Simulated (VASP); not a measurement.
Set up this calculation in VASP 6.6.1, as the native input.

| Property | Result |
| --- | --- |
| Task | relaxation of cell and atoms |
| Functional | PBEsol |
| Potentials or basis | VASP PAW PBE potentials, release 64 (Zr_sv, O) |
| Cutoff | 600 eV |
| k mesh | 6 × 6 × 6 |
| Occupations | fermi-dirac, width 0.03 eV |
| Spin | no spin polarisation |
| Dipole correction | no |
| Further INCAR settings | ALGO = Normal; EDIFF = 1e-07; IBRION = 2; EDIFFG = -0.01; NSW = 100; ISIF = 3 |

The structure of ZrO2 lies in POSCAR:

```
ZrO2
1.0
    0.0000000000      2.8388760067      2.8388760067
    2.8388760067      0.0000000000      2.8388760067
    2.8388760067      2.8388760067      0.0000000000
Zr O
1 2
Direct
    0.0000000000      0.0000000000      0.0000000000
    0.2500000000      0.2500000000      0.2500000000
    0.7500000000      0.7500000000      0.7500000000
```

These files were run (other wordings do the same):

INCAR

```
SYSTEM = ZrO2
PREC = Accurate ; ENCUT = 600
EDIFF = 1E-7 ; ISMEAR = -1
SIGMA = 0.03 ; LREAL = .False.
LASPH = .True. ; NELM = 120
ALGO = Normal ; ISIF = 3
LWAVE = .False. ; LCHARG = .False.
GGA = PS ; IBRION = 2
NSW = 100 ; EDIFFG = -0.01
GGA_COMPAT = .False. ; NELMIN = 4
```

KPOINTS

```
Automatic mesh
0
Gamma
  6 6 6
  0 0 0
```

Potentials or basis: VASP PAW PBE potentials, release 64 (Zr_sv, O).

Launch:

```sh
$ cat potpaw_PBE.64/Zr_sv/POTCAR potpaw_PBE.64/O/POTCAR > POTCAR
$ mpirun -np 1 vasp_std > vasp.out
```

Results of the run:

```
Relaxed volume                         : 10.84 Å³/atom
Relaxed cell                           : a = 3.583 Å, b = 3.583 Å, c = 3.583 Å, α = 60.00°, β = 60.00°, γ = 60.00°
Space group after relaxing (to 0.05 Å) : Fm-3m (No. 225)
Energy gained by relaxing              : 783.0 meV/atom
Ionic steps                            : 7
Pressure after relaxing                : 0.0 GPa
Band gap on the k mesh                 : 3.32 eV, indirect (least direct gap 3.76 eV)
```

Caveat: the volume moved by over 15 % at a fixed basis, so the end points are rough; the PAW data sets were made with another functional, which shifts forces and pressure a little.

It took 74 s on 1 thread of Intel Xeon 6975P-C (shared host), peak memory 0.2 GiB.
